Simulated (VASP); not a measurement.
# Os (P6_3/mmc) in VASP: notebook, part 2 of 2

VASP 6.6.1. Earlier steps stand in the parts before.

## Step 3: Vibrations by perturbation theory, PBEsol

This run uses another cell than the first one, of 13.90 Å³/atom.

File INCAR:

```
  PREC = Accurate
  ENCUT = 520
  EDIFF = 1E-8
  ISMEAR = -1
  SIGMA = 0.08
  LREAL = F
  LASPH = T
  NELM = 60
  ALGO = Normal
  ISIF = 2
  LWAVE = F
  LCHARG = F
  GGA = PS
  NBANDS = 15
  IBRION = 8
  NSW = 1
```

File KPOINTS:

```
Automatic mesh
0
Gamma
  14 14 8
```

File POSCAR:

```
Os
1.0
    2.7296670673      0.0000000000      0.0000000000
   -1.3648335336      2.3639610241      0.0000000000
    0.0000000000      0.0000000000      4.3070079258
Os
2
Direct
    0.3333333333      0.6666666667      0.2500000000
    0.6666666667      0.3333333333      0.7500000000
```

Potentials or basis: VASP PAW PBE potentials, release 64 (Os).

On the command line:

```
cat potpaw_PBE.64/Os/POTCAR > POTCAR
mpirun -np 1 vasp_std > vasp.out
```

OUTCAR:

```text
PREC = Accurate
   ENCUT = 520
   EDIFF = 1E-8
   ISMEAR = -1
   LREAL = F
   LASPH = T
   NELM = 60
   ISIF = 2
   GGA = PS
   IBRION = 8
   NSW = 1

 ion  position               nearest neighbor table
   1  0.333  0.667  0.250-   2 2.67   2 2.67   2 2.67   2 2.67   2 2.67   2 2.67
   2  0.667  0.333  0.750-   1 2.67   1 2.67   1 2.67   1 2.67   1 2.67   1 2.67

  LATTYP: Found a hexagonal cell.
 ALAT       =     2.7296670673
 C/A-ratio  =     1.5778510051

  Lattice vectors:

 A1 = (   2.7296670673,   0.0000000000,   0.0000000000)
 A2 = (  -1.3648335336,   2.3639610241,   0.0000000000)
 A3 = (   0.0000000000,   0.0000000000,   4.3070079258)

Analysis of symmetry for initial positions (statically):
=====================================================================
 Subroutine PRICEL returns:
 Original cell was already a primitive cell.

 Routine SETGRP: Setting up the symmetry group for a
 hexagonal supercell.

 Subroutine GETGRP returns: Found 24 space group operations
 (whereof 12 operations were pure point group operations)
 out of a pool of 24 trial point group operations.

The static configuration has the point symmetry D_3d.
 The point group associated with its full space group is D_6h.

Analysis of symmetry for dynamics (positions and initial velocities):
=====================================================================
 Subroutine PRICEL returns:
 Original cell was already a primitive cell.

 Routine SETGRP: Setting up the symmetry group for a
 hexagonal supercell.

 Subroutine GETGRP returns: Found 24 space group operations
[... 621 lines left out ...]
  ---------------------------------------------------
  free  energy   TOTEN  =       -24.4959390438 eV

  energy  without entropy=      -24.4667209579  energy(sigma->0) =      -24.48133000

[... ionic steps 2 to 3 ...]

--------------------------------------- Ionic step        4  -------------------------------------------

------------------------ aborting loop because EDIFF is reached ----------------------------------------

[... ionic steps 5 to 5 ...]

--------------------------------------- Ionic step        6  -------------------------------------------

 Free energy of the ion-electron system (eV)
  ---------------------------------------------------
  ---------------------------------------------------
  free energy    TOTEN  =        -0.23748931 eV

  energy without entropy =       -0.23748931

------------------------ aborting loop because EDIFF is reached ----------------------------------------

 INTERNAL STRAIN TENSOR  FOR ION    1  DIRECTION 3   (eV/Angst):
 -----------------------------------------------------------------------------
    -0.07634 -0.00000 -0.00000
    -0.00000 -0.07634 -0.00000
     0.00000  0.00000  0.15682

 INTERNAL STRAIN TENSOR FOR ION    2 for displacements in x,y,z  (eV/Angst):
          X           Y           Z          XY          YZ          ZX
  --------------------------------------------------------------------------------
  x     0.00000    -0.00000    -0.00000     3.46250     0.00000     0.00000
  y     3.46250    -3.46250     0.00000    -0.00000     0.00000     0.00000
  z    -0.00000    -0.00000    -0.00000    -0.00000    -0.00000     0.00000

 SECOND DERIVATIVES (NOT SYMMETRIZED)
 ------------------------------------
               1X          1Y          1Z          2X          2Y          2Z
  1X    -9.016513   -0.000000    0.000000    9.016513    0.000000    0.000000
  1Y    -0.000000   -9.016513    0.000000    0.000000    9.016513    0.000000
  1Z     0.000000    0.000000  -17.214051   -0.000000   -0.000000   17.214051
  2X     9.016513    0.000000    0.000000   -9.016513   -0.000000    0.000000
  2Y     0.000000    9.016513    0.000000   -0.000000   -9.016513    0.000000
  2Z    -0.000000   -0.000000   17.214051    0.000000    0.000000  -17.214051

 Eigenvectors and eigenvalues of the dynamical matrix
 ----------------------------------------------------

   1 f  =    6.651231 THz    41.790915 2PiTHz  221.861175 cm-1    27.507268 meV
             X         Y         Z           dx          dy          dz
     -0.000000  1.575974  1.076752     0.000000    0.000000   -0.707107
      1.364834  0.787987  3.230256    -0.000000    0.000000    0.707107
[... 16 lines left out ...]
   5 f  =    0.000000 THz     0.000000 2PiTHz    0.000000 cm-1     0.000000 meV
             X         Y         Z           dx          dy          dz
     -0.000000  1.575974  1.076752    -0.000000   -0.000000    0.707107
      1.364834  0.787987  3.230256     0.000000    0.000000    0.707107

   6 f/i=    0.000000 THz     0.000000 2PiTHz    0.000001 cm-1     0.000000 meV
             X         Y         Z           dx          dy          dz
     -0.000000  1.575974  1.076752    -0.442467   -0.551564   -0.000000
      1.364834  0.787987  3.230256    -0.442467   -0.551564    0.000000

--------------------------------------------------------------------------------------------------------

 ELASTIC MODULI CONTR FROM IONIC RELAXATION (kBar)
 Direction    XX          YY          ZZ          XY          YZ          ZX
 --------------------------------------------------------------------------------
 XX         -76.6526     76.6526     -0.0000     -0.0000     -0.0000      0.0000
 YY          76.6526    -76.6526      0.0000     -0.0000     -0.0000      0.0000
 ZZ          -0.0000      0.0000     -0.0000      0.0000     -0.0000      0.0000
 XY          -0.0000     -0.0000      0.0000    -76.6526     -0.0000      0.0000
 YZ          -0.0000     -0.0000     -0.0000     -0.0000     -0.0000      0.0000
 ZX           0.0000      0.0000      0.0000      0.0000      0.0000     -0.0000
 --------------------------------------------------------------------------------
```

Run time: 5.2 min. Hardware: 1 thread of Oxide Virtual Turin-like, shared host; peak memory 0.45 GiB.

What came out:

| Quantity | Value |
| --- | --- |
| Highest phonon frequency at Γ | 222 cm⁻¹ |

Phonon frequencies in cm⁻¹ (negative: imaginary):
| q point | frequencies |
| --- | --- |
| (0.000, 0.000, 0.000) | 0 0 0 161 161 222 |

Caveat: the PAW data sets were made with another functional, which shifts forces and pressure a little; spin-orbit coupling is left out, which moves the levels of the heavy elements.

## Step 4: Vibrations by perturbation theory, PBEsol (14.10 Å³/atom)

This run uses another cell than the first one, of 14.10 Å³/atom.

File INCAR:

```
SYSTEM = Os
PREC     = Accurate       ! precision mode
ENCUT    = 520            ! plane-wave cutoff, eV
EDIFF    = 1E-8           ! SCF threshold, eV
ISMEAR   = -1             ! smearing method
SIGMA    = 0.08           ! smearing width, eV
LREAL    = .FALSE.        ! projectors in reciprocal space
LASPH    = .TRUE.         ! aspherical terms in the spheres
NELM     = 80             ! most SCF steps
ALGO     = Normal         ! electronic algorithm
ISIF     = 2              ! what is computed and relaxed
LWAVE    = .FALSE.        ! write WAVECAR
LCHARG   = .FALSE.        ! write CHGCAR
GGA      = PS             ! functional
NBANDS   = 15             ! bands
IBRION   = 8              ! ionic algorithm
NSW      = 1              ! ionic steps
```

File KPOINTS:

```
regular mesh
0
G
  14 14 8
  0 0 0
```

File POSCAR:

```
Os
1.0
    2.7432477240      0.0000000000      0.0000000000
   -1.3716238620      2.3757222178      0.0000000000
    0.0000000000      0.0000000000      4.3284361787
Os
2
Direct
    0.3333333333      0.6666666667      0.2500000000
    0.6666666667      0.3333333333      0.7500000000
```

Potentials or basis: VASP PAW PBE potentials, release 64 (Os).

On the command line:

```
cat potpaw_PBE.64/Os/POTCAR > POTCAR
mpirun -np 1 vasp_std > vasp.out
```

OUTCAR:

```text
SYSTEM = Os
   PREC = Accurate
   ENCUT = 520
   EDIFF = 1E-8
   ISMEAR = -1
   LREAL = .FALSE.
   LASPH = .TRUE.
   NELM = 80
   ISIF = 2
   GGA = PS
   IBRION = 8
   NSW = 1

 ion  position               nearest neighbor table
   1  0.333  0.667  0.250-   2 2.68   2 2.68   2 2.68   2 2.68   2 2.68   2 2.68
   2  0.667  0.333  0.750-   1 2.68   1 2.68   1 2.68   1 2.68   1 2.68   1 2.68

  LATTYP: Found a hexagonal cell.
 ALAT       =     2.7432477240
 C/A-ratio  =     1.5778510052

  Lattice vectors:

 A1 = (   2.7432477240,   0.0000000000,   0.0000000000)
 A2 = (  -1.3716238620,   2.3757222178,   0.0000000000)
 A3 = (   0.0000000000,   0.0000000000,   4.3284361787)

Analysis of symmetry for initial positions (statically):
=====================================================================
 Subroutine PRICEL returns:
 Original cell was already a primitive cell.

 Routine SETGRP: Setting up the symmetry group for a
 hexagonal supercell.

 Subroutine GETGRP returns: Found 24 space group operations
 (whereof 12 operations were pure point group operations)
 out of a pool of 24 trial point group operations.

The static configuration has the point symmetry D_3d.
 The point group associated with its full space group is D_6h.

Analysis of symmetry for dynamics (positions and initial velocities):
=====================================================================
 Subroutine PRICEL returns:
 Original cell was already a primitive cell.

 Routine SETGRP: Setting up the symmetry group for a
 hexagonal supercell.

 Subroutine GETGRP returns: Found 24 space group operations
 (whereof 12 operations were pure point group operations)
 out of a pool of 24 trial point group operations.

The dynamic configuration has the point symmetry D_3d.
 The point group associated with its full space group is D_6h.

 Subroutine INISYM returns: Found 24 space group operations
 (whereof 12 operations are pure point group operations),
 and found     1 'primitive' translations

----------------------------------------------------------------------------------------

                                     Primitive cell

  volume of cell :      28.2093

  direct lattice vectors                    reciprocal lattice vectors
     2.743247724  0.000000000  0.000000000     0.364531424  0.210462316  0.000000000
    -1.371623862  2.375722218  0.000000000     0.000000000  0.420924632  0.000000000
     0.000000000  0.000000000  4.328436179     0.000000000  0.000000000  0.231030321

  length of vectors
     2.743247724  2.743247724  4.328436179     0.420924632  0.420924632  0.231030321

  position of ions in fractional coordinates (direct lattice)
[... 555 lines left out ...]
      5       5.6322      2.00000
      6       5.9500      2.00000
      7       7.7989      2.00000
      8      10.4587      0.00000
      9      10.9018      0.00000
     10      11.2556      0.00000
     11      14.4699      0.00000
     12      14.5037      0.00000
     13      16.3520      0.00000
     14      22.2629      0.00000
     15      23.9474      0.00000

 [... further k-points ...]

------------------------ aborting loop because EDIFF is reached ----------------------------------------

  FORCE on cell =-STRESS in cart. coord.  units (eV):
  Direction    XX          YY          ZZ          XY          YZ          ZX
  --------------------------------------------------------------------------------------
  -------------------------------------------------------------------------------------
  Total       -1.0111362     -1.0111362     -1.1046956     -0.0000000      0.0000000      0.0000000
  in kB      -57.4286384    -57.4286384    -62.7424556     -0.0000000      0.0000000      0.0000000
  external PRESSURE =     -59.1999108 kB  Pullay stress =       0.0000000 kB

 VOLUME and BASIS-vectors are now :
 -----------------------------------------------------------------------------
  energy-cutoff  :      520.00
  volume of cell :       28.21
      direct lattice vectors                 reciprocal lattice vectors
     2.743247724  0.000000000  0.000000000     0.364531424  0.210462316  0.000000000
    -1.371623862  2.375722218  0.000000000     0.000000000  0.420924632  0.000000000
     0.000000000  0.000000000  4.328436179     0.000000000  0.000000000  0.231030321

 POSITION                                       TOTAL-FORCE (eV/Angst)
 -----------------------------------------------------------------------------------
     -0.00000      1.58381      1.08211        -0.000000     -0.000000      0.000000
      1.37162      0.79191      3.24633         0.000000      0.000000      0.000000
 -----------------------------------------------------------------------------------
    total drift:                               -0.000000      0.000000     -0.000000

  FREE ENERGIE OF THE ION-ELECTRON SYSTEM (eV)
  ---------------------------------------------------
  free  energy   TOTEN  =       -24.4890544105 eV

  energy  without entropy=      -24.4593176241  energy(sigma->0) =      -24.47418602

[... ionic steps 2 to 3 ...]

--------------------------------------- Ionic step        4  -------------------------------------------

------------------------ aborting loop because EDIFF is reached ----------------------------------------

[... ionic steps 5 to 5 ...]

--------------------------------------- Ionic step        6  -------------------------------------------

 Free energy of the ion-electron system (eV)
  ---------------------------------------------------
  ---------------------------------------------------
  free energy    TOTEN  =        -0.23707094 eV

  energy without entropy =       -0.23707095

------------------------ aborting loop because EDIFF is reached ----------------------------------------

 INTERNAL STRAIN TENSOR  FOR ION    1  DIRECTION 3   (eV/Angst):
 -----------------------------------------------------------------------------
    -0.07546  0.00000  0.00000
     0.00000 -0.07546  0.00000
     0.00000  0.00000  0.15499

 INTERNAL STRAIN TENSOR FOR ION    2 for displacements in x,y,z  (eV/Angst):
          X           Y           Z          XY          YZ          ZX
  --------------------------------------------------------------------------------
  x    -0.00000     0.00000     0.00000     3.08765     0.00000     0.00000
  y     3.08765    -3.08765     0.00000     0.00000     0.00000     0.00000
  z     0.00000     0.00000     0.00000     0.00000     0.00000     0.00000

 SECOND DERIVATIVES (NOT SYMMETRIZED)
 ------------------------------------
               1X          1Y          1Z          2X          2Y          2Z
  1X    -8.611117    0.000000    0.000000    8.611117    0.000000    0.000000
  1Y    -0.000000   -8.611117    0.000000    0.000000    8.611117    0.000000
  1Z    -0.000000    0.000000  -15.763609    0.000000    0.000000   15.763609
  2X     8.611117    0.000000    0.000000   -8.611117    0.000000    0.000000
  2Y     0.000000    8.611117    0.000000   -0.000000   -8.611117    0.000000
  2Z     0.000000    0.000000   15.763609   -0.000000    0.000000  -15.763609

 Eigenvectors and eigenvalues of the dynamical matrix
 ----------------------------------------------------

   1 f  =    6.364852 THz    39.991543 2PiTHz  212.308602 cm-1    26.322900 meV
             X         Y         Z           dx          dy          dz
     -0.000000  1.583815  1.082109    -0.000000    0.000000   -0.707107
      1.371624  0.791907  3.246327     0.000000    0.000000    0.707107
[... 16 lines left out ...]
   5 f  =    0.000000 THz     0.000000 2PiTHz    0.000000 cm-1     0.000000 meV
             X         Y         Z           dx          dy          dz
     -0.000000  1.583815  1.082109     0.000000    0.000000    0.707107
      1.371624  0.791907  3.246327    -0.000000    0.000000    0.707107

   6 f/i=    0.000000 THz     0.000000 2PiTHz    0.000001 cm-1     0.000000 meV
             X         Y         Z           dx          dy          dz
     -0.000000  1.583815  1.082109    -0.661091    0.250914   -0.000000
      1.371624  0.791907  3.246327    -0.661091    0.250914    0.000000

--------------------------------------------------------------------------------------------------------

 ELASTIC MODULI CONTR FROM IONIC RELAXATION (kBar)
 Direction    XX          YY          ZZ          XY          YZ          ZX
 --------------------------------------------------------------------------------
 XX         -62.8804     62.8804     -0.0000     -0.0000      0.0000      0.0000
 YY          62.8804    -62.8804      0.0000      0.0000      0.0000      0.0000
 ZZ          -0.0000      0.0000     -0.0000     -0.0000      0.0000      0.0000
 XY          -0.0000      0.0000     -0.0000    -62.8804      0.0000      0.0000
 YZ           0.0000      0.0000      0.0000      0.0000      0.0000      0.0000
 ZX           0.0000      0.0000      0.0000      0.0000      0.0000      0.0000
 --------------------------------------------------------------------------------
```

Run time: 6 min. Hardware: 1 thread of Oxide Virtual Turin-like, shared host; peak memory 0.45 GiB.

What came out:

- Highest phonon frequency at Γ: 212 cm⁻¹

Phonon frequencies in cm⁻¹ (negative: imaginary):
| q point | frequencies |
| --- | --- |
| (0.000, 0.000, 0.000) | 0 0 0 157 157 212 |

Caveat: the cell stands under pressure or tension, which shifts response properties; the PAW data sets were made with another functional, which shifts forces and pressure a little; spin-orbit coupling is left out, which moves the levels of the heavy elements.
